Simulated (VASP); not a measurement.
# Pb (Fm-3m) in VASP: a series of runs

Pb is run at these levels: LDA; tasks: single point.

Program: VASP 6.6.1. These are calculated values, not measurements. Logs are shortened: lines on timing, memory, paths and dates and some standing lists are left out, and cuts for length are marked.

### Step 1. The cell of the first run

Symmetry: Fm-3m, No. 225, cubic system. Conventional cell: a = 4.741 Å, b = 4.741 Å, c = 4.741 Å, α = 90.00°, β = 90.00°, γ = 90.00°. Within 4.4 Å of Pb (site symmetry m-3m) lie 12 Pb at 3.35 Å.

### Step 2. Single point, LDA (volume scaled by 0.92)

INCAR reads:

```
SYSTEM = Pb
PREC = Accurate
ENCUT = 520
EDIFF = 1E-6
ISMEAR = -1
SIGMA = 0.1
LREAL = .FALSE.
LASPH = .TRUE.
NELM = 60
ALGO = Normal
ISIF = 2
LWAVE = .FALSE.
LCHARG = .FALSE.
GGA = CA
NBANDS = 13
```

KPOINTS reads:

```
regular mesh
0
G
  18 18 18
  0 0 0
```

POSCAR reads:

```
Pb
1.0
    0.0000000000      2.3707331273      2.3707331273
    2.3707331273      0.0000000000      2.3707331273
    2.3707331273      2.3707331273      0.0000000000
Pb
1
Direct
    0.0000000000      0.0000000000      0.0000000000
```

Potentials or basis: VASP PAW LDA potentials, release 64 (Pb_d).

Launch:

```
$ cat potpaw_LDA.64/Pb_d/POTCAR > POTCAR
$ mpirun -np 1 vasp_std > vasp.out
```

OUTCAR:

```text
SYSTEM = Pb
   PREC = Accurate
   ENCUT = 520
   EDIFF = 1E-6
   ISMEAR = -1
   LREAL = .FALSE.
   LASPH = .TRUE.
   NELM = 60
   ISIF = 2
   GGA = CA

 ion  position               nearest neighbor table
   1  0.000  0.000  0.000-

  LATTYP: Found a face centered cubic cell.
 ALAT       =     4.7414662546

  Lattice vectors:

 A1 = (   0.0000000000,   2.3707331273,   2.3707331273)
 A2 = (   2.3707331273,   0.0000000000,   2.3707331273)
 A3 = (   2.3707331273,   2.3707331273,   0.0000000000)

Analysis of symmetry for initial positions (statically):
=====================================================================
 Subroutine PRICEL returns:
 Original cell was already a primitive cell.

 Routine SETGRP: Setting up the symmetry group for a
 face centered cubic supercell.

 Subroutine GETGRP returns: Found 48 space group operations
 (whereof 48 operations were pure point group operations)
 out of a pool of 48 trial point group operations.

The static configuration has the point symmetry O_h .

Analysis of symmetry for dynamics (positions and initial velocities):
=====================================================================
 Subroutine PRICEL returns:
 Original cell was already a primitive cell.

 Routine SETGRP: Setting up the symmetry group for a
 face centered cubic supercell.

 Subroutine GETGRP returns: Found 48 space group operations
 (whereof 48 operations were pure point group operations)
 out of a pool of 48 trial point group operations.

The dynamic configuration has the point symmetry O_h .

 Subroutine INISYM returns: Found 48 space group operations
 (whereof 48 operations are pure point group operations),
 and found     1 'primitive' translations

----------------------------------------------------------------------------------------

                                     Primitive cell

  volume of cell :      26.6488

  direct lattice vectors                    reciprocal lattice vectors
     0.000000000  2.370733127  2.370733127    -0.210905223  0.210905223  0.210905223
     2.370733127  0.000000000  2.370733127     0.210905223 -0.210905223  0.210905223
     2.370733127  2.370733127  0.000000000     0.210905223  0.210905223 -0.210905223

  length of vectors
     3.352722941  3.352722941  3.352722941     0.365298563  0.365298563  0.365298563

  position of ions in fractional coordinates (direct lattice)
     0.000000000  0.000000000  0.000000000

  ion indices of the primitive-cell ions
   primitive index   ion index
                 1           1

----------------------------------------------------------------------------------------

 KPOINTS: regular mesh

Automatic generation of k-mesh.
 Grid dimensions read from file:
 generate k-points for:   18   18   18

 Generating k-lattice:

  Cartesian coordinates                     Fractional coordinates (reciprocal lattice)
    -0.011716957  0.011716957  0.011716957     0.055555556  0.000000000  0.000000000
     0.011716957 -0.011716957  0.011716957     0.000000000  0.055555556  0.000000000
     0.011716957  0.011716957 -0.011716957     0.000000000  0.000000000  0.055555556

  Length of vectors
     0.020294365  0.020294365  0.020294365

  Shift w.r.t. Gamma in fractional coordinates (k-lattice)
     0.000000000  0.000000000  0.000000000

 Subroutine IBZKPT returns following result:
 ===========================================

 Found    195 irreducible k-points:

 Following reciprocal coordinates:
            Coordinates               Weight
  0.000000  0.000000  0.000000      1.000000
  0.055556  0.000000  0.000000      8.000000
  0.111111  0.000000  0.000000      8.000000
  0.166667  0.000000  0.000000      8.000000
  0.222222  0.000000  0.000000      8.000000
  0.277778  0.000000  0.000000      8.000000
[... 16 lines left out ...]
 -0.277778  0.055556  0.000000     24.000000
 -0.222222  0.055556  0.000000     24.000000
 [... further k-points ...]
   k-points           NKPTS =    195   k-points in BZ     NKDIM =    195   number of bands    NBANDS=     13
   number of dos      NEDOS =    301   number of ions     NIONS =      1
   total plane-waves  NPLWV =  21952
   dimension x,y,z NGX =    28 NGY =   28 NGZ =   28
   dimension x,y,z NGXF=    56 NGYF=   56 NGZF=   56
   ions per type =               1
   NGX,Y,Z   is equivalent  to a cutoff of  13.88, 13.88, 13.88 a.u.
   NGXF,Y,Z  is equivalent  to a cutoff of  27.77, 27.77, 27.77 a.u.
 SYSTEM =  Pb
   PREC   = accura    normal or accurate (medium, high low for compatibility)
   ISTART =      0    job   : 0-new  1-cont  2-samecut
   ICHARG =      2    charge: 1-file 2-atom 10-const
   ISPIN  =      1    spin polarized calculation?
   LNONCOLLINEAR =      F non collinear calculations
   LSORBIT =      F    spin-orbit coupling
   LASPH  =      T    aspherical Exc in radial PAW
   ENCUT  =  520.0 eV  38.22 Ry    6.18 a.u.   6.23  6.23  6.23*2*pi/ulx,y,z
   NELM   =     60;   NELMIN=  2; NELMDL= -5     # of ELM steps
   EDIFF  = 0.1E-05   stopping-criterion for ELM
   LREAL  =      F    real-space projection
   EDIFFG = 0.1E-04   stopping-criterion for IOM
   NSW    =      0    number of steps for IOM
   IBRION =     -1    ionic relax: 0-MD 1-quasi-New 2-CG
   NFREE  =      0    steps in history (QN), initial steepest desc. (CG)
   ISIF   =      2    stress and relaxation
   ISYM   =      2    0-nonsym 1-usesym 2-fastsym
   POTIM  = 0.5000    time-step for ionic-motion
   TEBEG  =    0.0;   TEEND  =   0.0 temperature during run
   PSTRESS=    0.0 pullay stress
   NELECT =      14.0000    total number of electrons
   NUPDOWN=      -1.0000    fix difference up-down
   EMIN   =  10.00;   EMAX   =-10.00  energy-range for DOS
   EFERMI =   0.00;   METHOD = LEGACY
   ISMEAR =    -1;   SIGMA  =   0.10  broadening in eV -4-tet -1-fermi 0-gaus
   EFERMI_NEDOS =   21; number of points for ismear=-14 and -15
   IALGO  =     38    algorithm
   IMIX   =      4    mixing-type and parameters
     AMIX     =   0.40;   BMIX     =  1.00
     AMIX_MAG =   1.60;   BMIX_MAG =  1.00
  volume/ion in A,a.u.               =      26.65       179.84
  Fermi-wavevector in a.u.,A,eV,Ry     =   1.320966  2.496263 23.741488  1.744950
  Thomas-Fermi vector in A             =   2.450754
   LORBIT       =      0    0 simple, 1 ext, 2 COOP (PROOUT), +10 PAW based schemes
   GGA     = CA    functional components
   LHFCALC =     F    Hartree Fock is set to
   AEXX    =    0.0000 exact exchange contribution
   IVDW    =     0    specifies the selected vdW correction
   LEPSILON=     F    determine dielectric tensor
   LRPA    =     F    only Hartree local field effects (RPA)
 non-spin polarized calculation
  energy-cutoff  :      520.00
  volume of cell :       26.65
 maximum number of plane-waves:       745
 NGX is ok and might be reduce to    28
   NGX = 13   NGY = 13   NGZ = 13

 number of electron      14.0000000 magnetization

 Free energy of the ion-electron system (eV)
  ---------------------------------------------------
  ext. energy  EPLUGINS =         0.00000000
  ---------------------------------------------------
  free energy    TOTEN  =        -4.21905050 eV

  energy without entropy =       -4.20219492  energy(sigma->0) =       -4.21062271

 E-fermi :   8.6254     XC(G=0): -11.0876

 val. band max:        8.6149650734   @ k =  -0.3889   0.3333   0.1667
 cond. band min:       8.6323040638   @ k =   0.2778   0.0000   0.0000
 fundamental gap:      0.0173389904
 Fermi energy:         8.6254191563

 k-point     1 :       0.0000    0.0000    0.0000
  band No.  band energies     occupation
      1      -8.5781      2.00000
      2      -8.5781      2.00000
      3      -8.5781      2.00000
      4      -8.3680      2.00000
      5      -8.3680      2.00000
      6      -4.1561      2.00000
      7      16.9639      0.00000
      8      16.9639      0.00000
      9      16.9639      0.00000
     10      18.4260      0.00000
     11      21.6928      0.00000
     12      22.0912      0.00000
     13      22.0912      0.00000

 k-point     2 :       0.0556    0.0000    0.0000
  band No.  band energies     occupation
      1      -8.5787      2.00000
      2      -8.5714      2.00000
      3      -8.5714      2.00000
      4      -8.3687      2.00000
      5      -8.3687      2.00000
      6      -4.0885      2.00000
      7      16.1049      0.00000
      8      16.8800      0.00000
      9      16.8800      0.00000
     10      18.3323      0.00000
     11      21.9156      0.00000
     12      22.2338      0.00000
     13      22.2338      0.00000

 k-point     3 :       0.1111    0.0000    0.0000
  band No.  band energies     occupation
      1      -8.5811      2.00000
      2      -8.5541      2.00000
      3      -8.5541      2.00000
      4      -8.3688      2.00000
      5      -8.3688      2.00000
      6      -3.8846      2.00000
      7      14.3362      0.00000
      8      16.6518      0.00000
      9      16.6518      0.00000
     10      18.2424      0.00000
     11      22.1424      0.00000
     12      22.6366      0.00000
     13      22.6366      0.00000
[... 305 lines left out ...]
 k-point    23 :      -0.2778    0.0556    0.0000
  band No.  band energies     occupation
      1      -8.6108      2.00000
      2      -8.5306      2.00000
      3      -8.5244      2.00000
      4      -8.3094      2.00000
      5      -8.2627      2.00000
      6      -2.1546      2.00000
      7       8.0957      1.99004
      8      14.3174      0.00000
      9      15.9760      0.00000
     10      18.3171      0.00000
     11      19.9912      0.00000
     12      21.0362      0.00000
     13      22.6209      0.00000

 k-point    24 :      -0.2222    0.0556    0.0000
  band No.  band energies     occupation
      1      -8.5995      2.00000
      2      -8.5220      2.00000
      3      -8.5175      2.00000
      4      -8.3537      2.00000
      5      -8.3026      2.00000
      6      -2.8114      2.00000
      7       9.8772      0.00001
      8      14.5904      0.00000
      9      16.4390      0.00000
     10      18.4786      0.00000
     11      20.3969      0.00000
     12      21.3667      0.00000
     13      23.1749      0.00000

 [... further k-points ...]

------------------------ aborting loop because EDIFF is reached ----------------------------------------

  FORCE on cell =-STRESS in cart. coord.  units (eV):
  Direction    XX          YY          ZZ          XY          YZ          ZX
  --------------------------------------------------------------------------------------
  -------------------------------------------------------------------------------------
  Total        0.9483983      0.9483983      0.9483983     -0.0000000     -0.0000000      0.0000000
  in kB       57.0194932     57.0194932     57.0194932     -0.0000000     -0.0000000      0.0000000
  external PRESSURE =      57.0194932 kB  Pullay stress =       0.0000000 kB

 VOLUME and BASIS-vectors are now :
 -----------------------------------------------------------------------------
  energy-cutoff  :      520.00
  volume of cell :       26.65
      direct lattice vectors                 reciprocal lattice vectors
     0.000000000  2.370733127  2.370733127    -0.210905223  0.210905223  0.210905223
     2.370733127  0.000000000  2.370733127     0.210905223 -0.210905223  0.210905223
     2.370733127  2.370733127  0.000000000     0.210905223  0.210905223 -0.210905223

 POSITION                                       TOTAL-FORCE (eV/Angst)
 -----------------------------------------------------------------------------------
      0.00000      0.00000      0.00000        -0.000000      0.000000     -0.000000
 -----------------------------------------------------------------------------------
    total drift:                               -0.000000     -0.000000     -0.000000

  FREE ENERGIE OF THE ION-ELECTRON SYSTEM (eV)
  ---------------------------------------------------
  free  energy   TOTEN  =        -4.2190504981 eV

  energy  without entropy=       -4.2021949193  energy(sigma->0) =       -4.21062271
```

Run time: 32 s. Hardware: 1 thread of Intel Xeon 6975P-C (Granite Rapids), shared host; peak memory 0.18 GiB.

Results:

```
Free energy            : -4.2191 eV
Pressure               : 5.7 GPa
Band gap on the k mesh : zero (band 7 reaches 16.96 eV, above the bottom of band 8 at 6.74 eV)
```

Levels at points of the mesh, in eV from the Fermi level:
| k point | band 3 | band 4 | band 5 | band 6 | band 7 | band 8 | band 9 | band 10 | band 11 | band 12 |
| --- | --- | --- | --- | --- | --- | --- | --- | --- | --- | --- |
| (0.00, 0.00, 0.00) | -17.20 | -16.99 | -16.99 | -12.78 | 8.34 | 8.34 | 8.34 | 9.80 | 13.07 | 13.47 |
| (0.50, 0.00, 0.00) | -17.19 | -16.80 | -16.80 | -8.34 | -4.94 | 6.20 | 6.20 | 9.29 | 10.74 | 12.01 |
| (0.50, 0.50, 0.00) | -16.81 | -16.75 | -16.75 | -6.61 | -3.88 | 2.08 | 2.08 | 5.83 | 7.11 | 18.84 |

Caveat: spin-orbit coupling is left out, which moves the levels of the heavy elements.

### Step 3. Single point, LDA (volume scaled by 0.96)

INCAR reads:

```
SYSTEM = Pb
PREC     = Accurate       ! precision mode
ENCUT    = 520            ! plane-wave cutoff, eV
EDIFF    = 1E-7           ! SCF threshold, eV
ISMEAR   = -1             ! smearing method
SIGMA    = 0.1            ! smearing width, eV
LREAL    = .False.        ! projectors in reciprocal space
LASPH    = .True.         ! aspherical terms in the spheres
NELM     = 100            ! most SCF steps
ALGO     = Normal         ! electronic algorithm
ISIF     = 2              ! what is computed and relaxed
LWAVE    = .False.        ! write WAVECAR
LCHARG   = .True.         ! write CHGCAR
GGA      = CA             ! functional
LELF     = .True.         ! ELF
LVHAR    = .True.       
NBANDS   = 13             ! bands
```

KPOINTS reads:

```
regular mesh
0
Gamma
  18 18 18
  0 0 0
```

POSCAR reads:

```
Pb
1.0
    0.0000000000      2.4046053198      2.4046053198
    2.4046053198      0.0000000000      2.4046053198
    2.4046053198      2.4046053198      0.0000000000
Pb
1
Direct
    0.0000000000      0.0000000000      0.0000000000
```

Potentials or basis: VASP PAW LDA potentials, release 64 (Pb_d).

Launch:

```
$ cat potpaw_LDA.64/Pb_d/POTCAR > POTCAR
$ mpirun -np 1 vasp_std > vasp.out
```

Run time: 31 s. Hardware: 1 thread of Intel Xeon 6975P-C (Granite Rapids), shared host; peak memory 0.19 GiB.

It converged, with:

* Free energy: -4.2495 eV
* Pressure: 2.7 GPa
* Band gap on the k mesh: zero (band 7 reaches 16.08 eV, above the bottom of band 8 at 6.29 eV)

Levels at points of the mesh, in eV from the Fermi level:
```
           k point  band 5  band 6  band 7  band 8  band 9  band 10
(0.00, 0.00, 0.00)  -16.96  -12.44    8.00    8.00    8.00     9.81
(0.50, 0.00, 0.00)  -16.78   -8.29   -4.70    5.96    5.96     9.29
(0.50, 0.50, 0.00)  -16.74   -6.66   -3.69    2.05    2.05     5.69
```

Caveat: spin-orbit coupling is left out, which moves the levels of the heavy elements.
